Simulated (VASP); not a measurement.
Input of a VASP 6.6.1 run:

Contents of INCAR:

```
SYSTEM = CuO
PREC = Accurate
ENCUT = 520
EDIFF = 1E-7
ISMEAR = -1
SIGMA = 0.05
LREAL = .FALSE.
LASPH = .TRUE.
NELM = 100
ALGO = Normal
ISIF = 2
LWAVE = .FALSE.
LCHARG = .TRUE.
GGA = PS
LELF = .TRUE.
LVHAR = .TRUE.
NBANDS = 34
```

KPOINTS

```
regular mesh
0
G
  7 7 7
  0 0 0
```

Contents of POSCAR:

```
CuO
1.0
    3.9708729804      0.0000000000      0.0000000000
    0.0000000000      3.9708729804      0.0000000000
    0.0000000000      0.0000000000      3.8447384121
Cu O
3 3
Direct
    0.5000000000      0.0000000000      0.5000000000
    0.0000000000      0.5000000000      0.5000000000
    0.0000000000      0.0000000000      0.0000000000
    0.0000000000      0.0000000000      0.5000000000
    0.5000000000      0.0000000000      0.0000000000
    0.0000000000      0.5000000000      0.0000000000
```

Potentials or basis: VASP PAW PBE potentials, release 64 (Cu, O).

Launch:

```bash
$ cat potpaw_PBE.64/Cu/POTCAR potpaw_PBE.64/O/POTCAR > POTCAR
$ mpirun -np 1 vasp_std > vasp.out
```

(1) What does it give for the pressure?

(2) Predict the band gap on the k mesh.

Results:

(1) 10.8 GPa.

(2) zero (an odd number of electrons rules out a gap without spin polarisation).

Caveat: the cell stands under pressure; the PAW data sets were made with another functional, which shifts forces and pressure a little; an odd number of electrons without spin polarisation forces a metal; a magnetic or distorted state may lie lower; semilocal functionals often make such compounds metallic where correlation or magnetic order opens a gap, which also shifts bond lengths.
